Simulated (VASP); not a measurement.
# Hf (Im-3m) in VASP: a series of runs

Aim: see how the results for Hf move with the level of theory and the settings. Levels: LDA, PBEsol. Tasks: single point.

Everything below comes from runs of VASP 6.6.1. Logs are shortened: lines on timing, memory, paths and dates and some standing lists are left out, and cuts for length are marked.

## Step 1: The cell of the first run

It takes space group Im-3m (No. 229, cubic). The conventional cell has a = 3.634 Å, b = 3.634 Å, c = 3.634 Å, α = 90.00°, β = 90.00°, γ = 90.00°. Within 4.1 Å of Hf (site symmetry m-3m) lie 14 Hf at 3.15 to 3.63 Å.

## Step 2: Single point, LDA (volume scaled by 1.02)

INCAR reads:

```
PREC     = Accurate       # precision mode
ENCUT    = 520            # plane-wave cutoff, eV
EDIFF    = 1E-6           # SCF threshold, eV
ISMEAR   = -1             # smearing method
SIGMA    = 0.05           # smearing width, eV
LREAL    = F              # projectors in reciprocal space
LASPH    = T              # aspherical terms in the spheres
NELM     = 100            # most SCF steps
ALGO     = Normal         # electronic algorithm
ISIF     = 2              # what is computed and relaxed
LWAVE    = F              # write WAVECAR
LCHARG   = F              # write CHGCAR
NBANDS   = 11             # bands
```

KPOINTS reads:

```
Automatic mesh
0
Gamma
  10 10 10
```

POSCAR reads:

```
Hf
1.0
   -1.8169539908      1.8169539908      1.8169539908
    1.8169539908     -1.8169539908      1.8169539908
    1.8169539908      1.8169539908     -1.8169539908
Hf
1
Direct
    0.0000000000      0.0000000000      0.0000000000
```

Potentials or basis: VASP PAW LDA potentials, release 64 (Hf_pv).

The run is started by

```console
$ cat potpaw_LDA.64/Hf_pv/POTCAR > POTCAR
$ mpirun -np 1 vasp_std > vasp.out
```

OUTCAR:

```text
PREC = Accurate
   ENCUT = 520
   EDIFF = 1E-6
   ISMEAR = -1
   LREAL = F
   LASPH = T
   NELM = 100
   ISIF = 2

 ion  position               nearest neighbor table
   1  0.000  0.000  0.000-

  LATTYP: Found a body centered cubic cell.
 ALAT       =     3.6339079816

  Lattice vectors:

 A1 = (  -1.8169539908,   1.8169539908,   1.8169539908)
 A2 = (   1.8169539908,  -1.8169539908,   1.8169539908)
 A3 = (   1.8169539908,   1.8169539908,  -1.8169539908)

Analysis of symmetry for initial positions (statically):
=====================================================================
 Subroutine PRICEL returns:
 Original cell was already a primitive cell.

 Routine SETGRP: Setting up the symmetry group for a
 body centered cubic supercell.

 Subroutine GETGRP returns: Found 48 space group operations
[... 9 lines left out ...]

 Routine SETGRP: Setting up the symmetry group for a
 body centered cubic supercell.

 Subroutine GETGRP returns: Found 48 space group operations
[... 11 lines left out ...]
                                     Primitive cell

  volume of cell :      23.9934

  direct lattice vectors                    reciprocal lattice vectors
    -1.816953991  1.816953991  1.816953991     0.000000000  0.275185834  0.275185834
     1.816953991 -1.816953991  1.816953991     0.275185834  0.000000000  0.275185834
     1.816953991  1.816953991 -1.816953991     0.275185834  0.275185834  0.000000000

  length of vectors
     3.147056627  3.147056627  3.147056627     0.389171539  0.389171539  0.389171539

  position of ions in fractional coordinates (direct lattice)
     0.000000000  0.000000000  0.000000000

  ion indices of the primitive-cell ions
   primitive index   ion index
                 1           1

----------------------------------------------------------------------------------------

 KPOINTS: Automatic mesh

Automatic generation of k-mesh.
 Grid dimensions read from file:
 generate k-points for:   10   10   10

 Generating k-lattice:

  Cartesian coordinates                     Fractional coordinates (reciprocal lattice)
     0.000000000  0.027518583  0.027518583     0.100000000  0.000000000  0.000000000
     0.027518583  0.000000000  0.027518583     0.000000000  0.100000000  0.000000000
     0.027518583  0.027518583  0.000000000     0.000000000  0.000000000  0.100000000

  Length of vectors
     0.038917154  0.038917154  0.038917154

  Shift w.r.t. Gamma in fractional coordinates (k-lattice)
     0.000000000  0.000000000  0.000000000

[... 48 lines left out ...]
   ENCUT  =  520.0 eV  38.22 Ry    6.18 a.u.   5.85  5.85  5.85*2*pi/ulx,y,z
   NELM   =    100;   NELMIN=  2; NELMDL= -5     # of ELM steps
   EDIFF  = 0.1E-05   stopping-criterion for ELM
   LREAL  =      F    real-space projection
   EDIFFG = 0.1E-04   stopping-criterion for IOM
   NSW    =      0    number of steps for IOM
   IBRION =     -1    ionic relax: 0-MD 1-quasi-New 2-CG
   NFREE  =      0    steps in history (QN), initial steepest desc. (CG)
   ISIF   =      2    stress and relaxation
   ISYM   =      2    0-nonsym 1-usesym 2-fastsym
   POTIM  = 0.5000    time-step for ionic-motion
   TEBEG  =    0.0;   TEEND  =   0.0 temperature during run
   PSTRESS=    0.0 pullay stress
   NELECT =      10.0000    total number of electrons
   NUPDOWN=      -1.0000    fix difference up-down
   EMIN   =  10.00;   EMAX   =-10.00  energy-range for DOS
   EFERMI =   0.00;   METHOD = LEGACY
   ISMEAR =    -1;   SIGMA  =   0.05  broadening in eV -4-tet -1-fermi 0-gaus
   EFERMI_NEDOS =   21; number of points for ismear=-14 and -15
   IALGO  =     38    algorithm
   IMIX   =      4    mixing-type and parameters
     AMIX     =   0.40;   BMIX     =  1.00
     AMIX_MAG =   1.60;   BMIX_MAG =  1.00
  volume/ion in A,a.u.               =      23.99       161.92
  Fermi-wavevector in a.u.,A,eV,Ry     =   1.222862  2.310875 20.346047  1.495392
  Thomas-Fermi vector in A             =   2.357994
   LORBIT       =      0    0 simple, 1 ext, 2 COOP (PROOUT), +10 PAW based schemes
   GGA     = CA    functional components
   LHFCALC =     F    Hartree Fock is set to
   AEXX    =    0.0000 exact exchange contribution
   IVDW    =     0    specifies the selected vdW correction
   LEPSILON=     F    determine dielectric tensor
   LRPA    =     F    only Hartree local field effects (RPA)
 non-spin polarized calculation
  energy-cutoff  :      520.00
  volume of cell :       23.99
 maximum number of plane-waves:       682
   NGX = 11   NGY = 11   NGZ = 11

 number of electron      10.0000000 magnetization

 number of electron       9.9999998 magnetization

 Free energy of the ion-electron system (eV)
  ---------------------------------------------------
  ext. energy  EPLUGINS =         0.00000000
  ---------------------------------------------------
  free energy    TOTEN  =       -10.38373900 eV

  energy without entropy =      -10.36830299  energy(sigma->0) =      -10.37602099

 E-fermi :   3.9869     XC(G=0): -11.1567

 val. band max:        3.9653080128   @ k =   0.3000   0.1000   0.1000
 cond. band min:       3.9941540340   @ k =   0.3000   0.2000  -0.0000
 fundamental gap:      0.0288460212
 Fermi energy:         3.9868942453

 k-point     1 :       0.0000    0.0000    0.0000
  band No.  band energies     occupation
      1     -25.9618      2.00000
      2     -25.9618      2.00000
      3     -25.9618      2.00000
      4      -2.7662      2.00000
      5       5.3599      0.00000
      6       5.3599      0.00000
      7       5.3599      0.00000
      8       7.9516      0.00000
      9       7.9516      0.00000
     10      16.0306      0.00000
     11      17.0246      0.00000
[... 309 lines left out ...]
 k-point    24 :      -0.3000    0.3000    0.1000
  band No.  band energies     occupation
      1     -26.3928      2.00000
      2     -26.1289      2.00000
      3     -26.0130      2.00000
      4       0.0173      2.00000
      5       4.2125      0.02173
      6       4.3705      0.00093
      7       6.7441      0.00000
      8       8.0491      0.00000
      9       8.6344      0.00000
     10      15.5270      0.00000
     11      16.0477      0.00000

 [... further k-points ...]
[... 5 lines left out ...]
  --------------------------------------------------------------------------------------
  -------------------------------------------------------------------------------------
  Total       -2.0884930     -2.0884930     -2.0884930      0.0000000      0.0000000     -0.0000000
  in kB     -139.4606940   -139.4606940   -139.4606940      0.0000000      0.0000000     -0.0000000
  external PRESSURE =    -139.4606940 kB  Pullay stress =       0.0000000 kB

 VOLUME and BASIS-vectors are now :
 -----------------------------------------------------------------------------
  energy-cutoff  :      520.00
  volume of cell :       23.99
      direct lattice vectors                 reciprocal lattice vectors
    -1.816953991  1.816953991  1.816953991     0.000000000  0.275185834  0.275185834
     1.816953991 -1.816953991  1.816953991     0.275185834  0.000000000  0.275185834
     1.816953991  1.816953991 -1.816953991     0.275185834  0.275185834  0.000000000

 POSITION                                       TOTAL-FORCE (eV/Angst)
 -----------------------------------------------------------------------------------
      0.00000      0.00000      0.00000         0.000000      0.000000      0.000000
 -----------------------------------------------------------------------------------
    total drift:                                0.000000      0.000000     -0.000000

  FREE ENERGIE OF THE ION-ELECTRON SYSTEM (eV)
  ---------------------------------------------------
  free  energy   TOTEN  =       -10.3837389950 eV

  energy  without entropy=      -10.3683029944  energy(sigma->0) =      -10.37602099
```

stdout:

```text
POSCAR found type information on POSCAR Hf
 POSCAR found :  1 types and       1 ions
 scaLAPACK will be used
 LDA part: xc-table for (Slater(with rela. corr.)+CA(PZ))
 , standard interpolation
 POSCAR, INCAR and KPOINTS ok, starting setup
 FFT: planning ... GRIDC
 FFT: planning ... GRID_SOFT
 FFT: planning ... GRID
 WAVECAR not read
 entering main loop
```

Run time: 9.6 s. Hardware: 1 thread of Intel Xeon Platinum 8259CL at 2.50GHz (Skylake/Cascade Lake), shared host; peak memory 0.13 GiB.

What came out:

```yaml
Free_energy: -10.3837 eV
Pressure: -13.9 GPa
Band_gap_on_the_k_mesh: zero (band 5 reaches 5.36 eV, above the bottom of band 6 at 3.29 eV)
```

Caveat: spin-orbit coupling is left out, which moves the levels of the heavy elements.

(Part 1 of 3 ends here.)
